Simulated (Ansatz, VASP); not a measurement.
## TiO2 in VASP and in Ansatz

```
CELL_PARAMETERS angstrom
4.59685 0.00000 0.00000
0.00000 4.59685 0.00000
0.00000 0.00000 2.95349
ATOMIC_POSITIONS crystal
Ti 0.00000 0.00000 0.00000
Ti 0.50000 0.50000 0.50000
O 0.30464 0.30464 0.00000
O 0.19536 0.80464 0.50000
O 0.80464 0.19536 0.50000
O 0.69536 0.69536 0.00000
```

Alike in both runs: task single point; functional PBE; k mesh 6 × 6 × 8; no spin polarisation.

```csv
,VASP,Ansatz
version,VASP 6.6.1,Ansatz 0.2.0
potentials or method,"VASP PAW PBE potentials, release 64 (Ti_sv, O)","plane waves, PAW"
plane-wave cutoff (eV),520,420
occupations,"gaussian, width 0.01 eV",fixed
valence electrons in the cell,48,48
```

Ansatz gave:

| Property | Result |
| --- | --- |
| gap on the k mesh at the Fermi level (eV) | 1.89 |
| pressure (GPa) | 5.2 |
| traceless stress, the component that is largest in VASP (GPa) | -0.17 |
| rms of the force components (eV/Å) | 0.026 |

Which values does VASP return?

gap on the k mesh at the Fermi level (eV): 1.86; pressure (GPa): 5.9; traceless stress, the component that is largest in VASP (GPa): 0.04; rms of the force components (eV/Å): 0.038.

Atom by atom the forces differ by 0.013 eV/Å (rms over components).
